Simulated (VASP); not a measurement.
# Si2Mo (P6_222) in VASP: notebook

Aim: see how the results for Si2Mo move with the level of theory and the settings. Levels: r2SCAN, PBEsol, PBEsol+U. Tasks: single point.

Program: VASP 6.6.1. These are calculated values, not measurements. Logs are shortened: lines on timing, memory, paths and dates and some standing lists are left out, and cuts for length are marked.

**1. The cell of the first run**

It takes space group P6_222 (No. 180, hexagonal). Conventional cell: a = 4.585 Å, b = 4.585 Å, c = 6.580 Å, α = 90.00°, β = 90.00°, γ = 120.00°. Within 3.4 Å of Mo (site symmetry 222) lie 10 Si at 2.57 to 2.67 Å and 4 Mo at 3.17 Å. Si (site symmetry 2) has 9 Si at 2.55 to 3.20 Å and 5 Mo at 2.57 to 2.67 Å within 3.4 Å.

**2. Single point, r2SCAN**

File POSCAR:

```
Si2Mo
1.0
    4.5854715599      0.0000000000      0.0000000000
   -2.2927357800      3.9711348592      0.0000000000
    0.0000000000      0.0000000000      6.5797601000
Mo Si
3 6
Direct
    0.5000000000      0.5000000000      0.8333333333
    0.0000000000      0.5000000000      0.1666666667
    0.5000000000      0.0000000000      0.5000000000
    0.1638729800      0.3277459600      0.5000000000
    0.6722540400      0.8361270200      0.1666666667
    0.8361270200      0.1638729800      0.8333333333
    0.8361270200      0.6722540400      0.5000000000
    0.3277459600      0.1638729800      0.1666666667
    0.1638729800      0.8361270200      0.8333333333
```

File INCAR.step1:

```
SYSTEM = Si2Mo
ALGO = Normal
EDIFF = 1E-4
ENCUT = 520
GGA = PE
ISMEAR = -1
LASPH = .TRUE.
LCHARG = .FALSE.
LREAL = .FALSE.
LWAVE = .TRUE.
NBANDS = 43
NELM = 60
PREC = Accurate
SIGMA = 0.05
```

File INCAR.step2:

```
SYSTEM = Si2Mo
ALGO = Normal
EDIFF = 1E-6
ENCUT = 520
ISIF = 2
ISMEAR = -1
ISTART = 1
LASPH = .TRUE.
LCHARG = .TRUE.
LELF = .TRUE.
LMIXTAU = .TRUE.
LREAL = .FALSE.
LVHAR = .TRUE.
LWAVE = .FALSE.
METAGGA = R2SCAN
NBANDS = 43
NELM = 60
PREC = Accurate
SIGMA = 0.05
```

File KPOINTS:

```
k-points
0
G
  7 7 4
  0 0 0
```

Potentials or basis: VASP PAW PBE potentials, release 64 (Mo_sv, Si).

Run with:

```
cat potpaw_PBE.64/Mo_sv/POTCAR potpaw_PBE.64/Si/POTCAR > POTCAR
cp INCAR.step1 INCAR
mpirun -np 1 vasp_std > vasp.out
cp INCAR.step2 INCAR
mpirun -np 1 vasp_std > vasp.out
```

OUTCAR:

```text
SYSTEM = Si2Mo
   EDIFF = 1E-6
   ENCUT = 520
   ISIF = 2
   ISMEAR = -1
   ISTART = 1
   LASPH = .TRUE.
   LREAL = .FALSE.
   METAGGA = R2SCAN
   NELM = 60
   PREC = Accurate

 ion  position               nearest neighbor table
   1  0.500  0.500  0.833-   4 2.57   7 2.57   5 2.57   8 2.57   9 2.64   6 2.64   9 2.64   6 2.64
                             6 2.67   9 2.67   3 3.17   3 3.17   2 3.17   2 3.17
   2  0.000  0.500  0.167-   4 2.57   7 2.57   6 2.57   9 2.57   8 2.64   5 2.64   5 2.64   8 2.64
                             5 2.67   8 2.67   3 3.17   3 3.17   1 3.17   1 3.17
   3  0.500  0.000  0.500-   6 2.57   9 2.57   8 2.57   5 2.57   4 2.64   7 2.64   7 2.64   4 2.64
                             4 2.67   7 2.67   2 3.17   2 3.17   1 3.17   1 3.17
   4  0.164  0.328  0.500-   6 2.55   8 2.55   1 2.57   2 2.57   7 2.60   3 2.64   3 2.64   3 2.67
                             7 2.67   7 2.67   5 3.15   9 3.15
   5  0.672  0.836  0.167-   7 2.55   6 2.55   3 2.57   1 2.57   8 2.60   2 2.64   2 2.64   2 2.67
                             8 2.67   8 2.67   4 3.15   9 3.15
   6  0.836  0.164  0.833-   4 2.55   5 2.55   3 2.57   2 2.57   9 2.60   1 2.64   1 2.64   1 2.67
                             9 2.67   9 2.67   7 3.15   8 3.15
   7  0.836  0.672  0.500-   9 2.55   5 2.55   1 2.57   2 2.57   4 2.60   3 2.64   3 2.64   3 2.67
                             4 2.67   4 2.67   8 3.15   6 3.15
   8  0.328  0.164  0.167-   4 2.55   9 2.55   3 2.57   1 2.57   5 2.60   2 2.64   2 2.64   2 2.67
                             5 2.67   5 2.67   7 3.15   6 3.15
   9  0.164  0.836  0.833-   7 2.55   8 2.55   3 2.57   2 2.57   6 2.60   1 2.64   1 2.64   1 2.67
                             6 2.67   6 2.67   4 3.15   5 3.15

  LATTYP: Found a hexagonal cell.
 ALAT       =     4.5854715599
 C/A-ratio  =     1.4349146024

  Lattice vectors:

 A1 = (   4.5854715599,   0.0000000000,   0.0000000000)
 A2 = (  -2.2927357800,   3.9711348592,   0.0000000000)
 A3 = (   0.0000000000,   0.0000000000,   6.5797601000)

Analysis of symmetry for initial positions (statically):
=====================================================================
 Subroutine PRICEL returns:
 Original cell was already a primitive cell.

 Routine SETGRP: Setting up the symmetry group for a
 hexagonal supercell.

 Subroutine GETGRP returns: Found 12 space group operations
 (whereof  4 operations were pure point group operations)
 out of a pool of 24 trial point group operations.

The static configuration has the point symmetry D_2 .
 The point group associated with its full space group is D_6 .

Analysis of symmetry for dynamics (positions and initial velocities):
=====================================================================
 Subroutine PRICEL returns:
 Original cell was already a primitive cell.

 Routine SETGRP: Setting up the symmetry group for a
 hexagonal supercell.

 Subroutine GETGRP returns: Found 12 space group operations
 (whereof  4 operations were pure point group operations)
 out of a pool of 24 trial point group operations.

The dynamic configuration has the point symmetry D_2 .
 The point group associated with its full space group is D_6 .

 Subroutine INISYM returns: Found 12 space group operations
 (whereof  4 operations are pure point group operations),
 and found     1 'primitive' translations

----------------------------------------------------------------------------------------

                                     Primitive cell

  volume of cell :     119.8143

  direct lattice vectors                    reciprocal lattice vectors
     4.585471560  0.000000000  0.000000000     0.218080079  0.125908592  0.000000000
    -2.292735780  3.971134859  0.000000000     0.000000000  0.251817185  0.000000000
     0.000000000  0.000000000  6.579760100     0.000000000  0.000000000  0.151981225

  length of vectors
     4.585471560  4.585471560  6.579760100     0.251817185  0.251817185  0.151981225

  position of ions in fractional coordinates (direct lattice)
     0.500000000  0.500000000  0.833333333
     1.000000000  0.500000000  0.166666667
     0.500000000  0.000000000  0.500000000
     0.163872980  0.327745960  0.500000000
     0.672254040  0.836127020  0.166666667
     0.836127020  0.163872980  0.833333333
     0.836127020  0.672254040  0.500000000
     0.327745960  0.163872980  0.166666667
     0.163872980  0.836127020  0.833333333

  ion indices of the primitive-cell ions
   primitive index   ion index
                 1           1
                 2           2
                 3           3
                 4           4
                 5           5
                 6           6
                 7           7
                 8           8
                 9           9

----------------------------------------------------------------------------------------

 KPOINTS: k-points

Automatic generation of k-mesh.
 Grid dimensions read from file:
 generate k-points for:    7    7    4

 Generating k-lattice:

  Cartesian coordinates                     Fractional coordinates (reciprocal lattice)
     0.031154297  0.017986942  0.000000000     0.142857143 -0.000000000  0.000000000
     0.000000000  0.035973884  0.000000000     0.000000000  0.142857143  0.000000000
     0.000000000  0.000000000  0.037995306     0.000000000  0.000000000  0.250000000

  Length of vectors
     0.035973884  0.035973884  0.037995306

  Shift w.r.t. Gamma in fractional coordinates (k-lattice)
     0.000000000  0.000000000  0.000000000

 Subroutine IBZKPT returns following result:
 ===========================================

 Found     24 irreducible k-points:

 Following reciprocal coordinates:
            Coordinates               Weight
  0.000000  0.000000  0.000000      1.000000
  0.142857  0.000000  0.000000      6.000000
  0.285714  0.000000  0.000000      6.000000
  0.428571 -0.000000  0.000000      6.000000
  0.142857  0.142857  0.000000      6.000000
  0.285714  0.142857  0.000000     12.000000
[... 16 lines left out ...]
  0.428571  0.142857  0.500000      6.000000
  0.285714  0.285714  0.500000      6.000000
   k-points           NKPTS =     24   k-points in BZ     NKDIM =     24   number of bands    NBANDS=     43
   number of dos      NEDOS =    301   number of ions     NIONS =      9
   total plane-waves  NPLWV =  64800
   dimension x,y,z NGX =    36 NGY =   36 NGZ =   50
   dimension x,y,z NGXF=    72 NGYF=   72 NGZF=  100
   ions per type =               3   6
   NGX,Y,Z   is equivalent  to a cutoff of  13.05, 13.05, 12.63 a.u.
   NGXF,Y,Z  is equivalent  to a cutoff of  26.10, 26.10, 25.27 a.u.
 SYSTEM =  Si2Mo
   PREC   = accura    normal or accurate (medium, high low for compatibility)
   ISTART =      1    job   : 0-new  1-cont  2-samecut
   ICHARG =      0    charge: 1-file 2-atom 10-const
   ISPIN  =      1    spin polarized calculation?
   LNONCOLLINEAR =      F non collinear calculations
   LSORBIT =      F    spin-orbit coupling
   LASPH  =      T    aspherical Exc in radial PAW
   ENCUT  =  520.0 eV  38.22 Ry    6.18 a.u.   8.53  8.53 12.23*2*pi/ulx,y,z
   NELM   =     60;   NELMIN=  2; NELMDL=  0     # of ELM steps
   EDIFF  = 0.1E-05   stopping-criterion for ELM
   LREAL  =      F    real-space projection
   EDIFFG = 0.1E-04   stopping-criterion for IOM
   NSW    =      0    number of steps for IOM
   IBRION =     -1    ionic relax: 0-MD 1-quasi-New 2-CG
   NFREE  =      0    steps in history (QN), initial steepest desc. (CG)
   ISIF   =      2    stress and relaxation
   ISYM   =      2    0-nonsym 1-usesym 2-fastsym
   POTIM  = 0.5000    time-step for ionic-motion
   TEBEG  =    0.0;   TEEND  =   0.0 temperature during run
   PSTRESS=    0.0 pullay stress
   NELECT =      66.0000    total number of electrons
   NUPDOWN=      -1.0000    fix difference up-down
   EMIN   =  10.00;   EMAX   =-10.00  energy-range for DOS
   EFERMI =   0.00;   METHOD = LEGACY
   ISMEAR =    -1;   SIGMA  =   0.05  broadening in eV -4-tet -1-fermi 0-gaus
   EFERMI_NEDOS =   21; number of points for ismear=-14 and -15
   IALGO  =     38    algorithm
   IMIX   =      4    mixing-type and parameters
     AMIX     =   0.40;   BMIX     =  1.00
     AMIX_MAG =   1.60;   BMIX_MAG =  1.00
  volume/ion in A,a.u.               =      13.31        89.84
  Fermi-wavevector in a.u.,A,eV,Ry     =   1.342002  2.536017 24.503685  1.800970
  Thomas-Fermi vector in A             =   2.470191
   LORBIT       =      0    0 simple, 1 ext, 2 COOP (PROOUT), +10 PAW based schemes
   METAGGA = R2SCAN    functional components
   LHFCALC =     F    Hartree Fock is set to
   AEXX    =    0.0000 exact exchange contribution
   IVDW    =     0    specifies the selected vdW correction
   LEPSILON=     F    determine dielectric tensor
   LRPA    =     F    only Hartree local field effects (RPA)
 non-spin polarized calculation
  energy-cutoff  :      520.00
  volume of cell :      119.81
 maximum number of plane-waves:      3300
 NGX is ok and might be reduce to    36
   NGX = 17   NGY = 17   NGZ = 25

 number of electron      65.9999996 magnetization

 Free energy of the ion-electron system (eV)
  ---------------------------------------------------
  ext. energy  EPLUGINS =         0.00000000
  ---------------------------------------------------
  free energy    TOTEN  =      -134.77308352 eV

  energy without entropy =     -134.77228101  energy(sigma->0) =     -134.77268227

 E-fermi :  12.9856     XC(G=0): -13.4222

 val. band max:       12.8004461390   @ k =   0.4286  -0.0000   0.5000
 cond. band min:      13.1672850157   @ k =   0.4286  -0.0000   0.0000
 fundamental gap:      0.3668388767
 Fermi energy:        12.9856477451

 k-point     1 :       0.0000    0.0000    0.0000
  band No.  band energies     occupation
      1     -50.1426      2.00000
      2     -50.1083      2.00000
      3     -50.1083      2.00000
      4     -23.6792      2.00000
      5     -23.6772      2.00000
      6     -23.6772      2.00000
[... 35 lines left out ...]
     42      16.1336      0.00000
     43      16.5991      0.00000
[... 1017 lines left out ...]
      3     -50.1107      2.00000
      4     -23.7311      2.00000
      5     -23.7170      2.00000
      6     -23.7108      2.00000
[... 35 lines left out ...]
     42      16.3984      0.00000
     43      16.5082      0.00000

------------------------ aborting loop because EDIFF is reached ----------------------------------------

  FORCE on cell =-STRESS in cart. coord.  units (eV):
  Direction    XX          YY          ZZ          XY          YZ          ZX
  --------------------------------------------------------------------------------------
  -------------------------------------------------------------------------------------
  Total        0.1508876      0.1508876      0.0470429     -0.0000000      0.0000000      0.0000000
  in kB        2.0176940      2.0176940      0.6290654     -0.0000000      0.0000000      0.0000000
  external PRESSURE =       1.5548178 kB  Pullay stress =       0.0000000 kB

 VOLUME and BASIS-vectors are now :
 -----------------------------------------------------------------------------
  energy-cutoff  :      520.00
  volume of cell :      119.81
      direct lattice vectors                 reciprocal lattice vectors
     4.585471560  0.000000000  0.000000000     0.218080079  0.125908592  0.000000000
    -2.292735780  3.971134859  0.000000000     0.000000000  0.251817185  0.000000000
     0.000000000  0.000000000  6.579760100     0.000000000  0.000000000  0.151981225

 POSITION                                       TOTAL-FORCE (eV/Angst)
 -----------------------------------------------------------------------------------
      1.14637      1.98557      5.48313         0.000000     -0.000000      0.000000
     -1.14637      1.98557      1.09663         0.000000     -0.000000      0.000000
      2.29274      0.00000      3.28988         0.000000     -0.000000      0.000000
     -0.00000      1.30152      3.28988         0.000000     -0.008909      0.000000
      1.16558      3.32037      1.09663         0.007716      0.004455     -0.000000
      3.45832      0.65076      5.48313         0.007716     -0.004455     -0.000000
      2.29274      2.66961      3.28988        -0.000000      0.008909      0.000000
      1.12715      0.65076      1.09663        -0.007716     -0.004455      0.000000
     -1.16558      3.32037      5.48313        -0.007716      0.004455     -0.000000
 -----------------------------------------------------------------------------------
    total drift:                               -0.000000     -0.000000      0.000000

  FREE ENERGIE OF THE ION-ELECTRON SYSTEM (eV)
  ---------------------------------------------------
  free  energy   TOTEN  =      -134.7730835168 eV

  energy  without entropy=     -134.7722810143  energy(sigma->0) =     -134.77268227
```

Wall time 3.6 min (1 thread of Intel Xeon 6975P-C (Granite Rapids), shared host); peak memory 0.31 GiB.

Results:

```
Free energy            : -134.7731 eV
Pressure               : 0.2 GPa
Largest force          : 0.009 eV/Å
Band gap on the k mesh : 0.37 eV, indirect (least direct gap 0.78 eV)
```

Forces in eV/Å, atoms in the order of the input:
```
Mo   0.000  0.000  0.000
Mo   0.000  0.000  0.000
Mo   0.000  0.000  0.000
Si   0.000 -0.009  0.000
Si   0.008  0.004  0.000
Si   0.008 -0.004  0.000
Si   0.000  0.009  0.000
Si  -0.008 -0.004  0.000
Si  -0.008  0.004  0.000
```

Caveat: the PAW data sets were made with another functional, which shifts forces and pressure a little. A k mesh can miss the band edges.

(Continued in part 2 of 2.)
